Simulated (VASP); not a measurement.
Here is a VASP 6.6.1 calculation.

The input INCAR:

```
SYSTEM = SiO2
PREC = Accurate ; ENCUT = 520
EDIFF = 1E-6 ; ISMEAR = 0
SIGMA = 0.02 ; LREAL = .False.
LASPH = .True. ; NELM = 100
ALGO = Normal ; ISIF = 2
LWAVE = .False. ; LCHARG = .False.
GGA = PS ; NBANDS = 44
```

The input KPOINTS:

```
regular mesh
0
Gamma
  6 6 4
  0 0 0
```

File POSCAR:

```
SiO2
1.0
    5.0342908988      0.0000000000      0.0000000000
    0.0000000000      5.0342908988      0.0000000000
    0.0000000000      0.0000000000      7.0217095065
Si O
4 8
Direct
    0.2972535916      0.2972535916      0.0000000000
    0.2027464084      0.7972535916      0.2500000000
    0.7027464084      0.7027464084      0.5000000000
    0.7972535916      0.2027464084      0.7500000000
    0.2399131645      0.1002405466      0.1774903605
    0.3997594534      0.7399131645      0.4274903605
    0.7600868355      0.8997594534      0.6774903605
    0.6002405466      0.2600868355      0.9274903605
    0.7399131645      0.3997594534      0.5725096395
    0.8997594534      0.7600868355      0.3225096395
    0.2600868355      0.6002405466      0.0725096395
    0.1002405466      0.2399131645      0.8225096395
```

Potentials or basis: VASP PAW PBE potentials, release 64 (Si, O).

The run is started by

```console
$ cat potpaw_PBE.64/Si/POTCAR potpaw_PBE.64/O/POTCAR > POTCAR
$ mpirun -np 1 vasp_std > vasp.out
```

(1) Estimate the largest force.

(2) What does it give for the pressure?

(3) What does it give for the band gap on the k mesh?

Results:

(1) 0.025 eV/Å.

(2) 0.5 GPa.

(3) 5.57 eV, direct.

Caveat: the PAW data sets were made with another functional, which shifts forces and pressure a little.
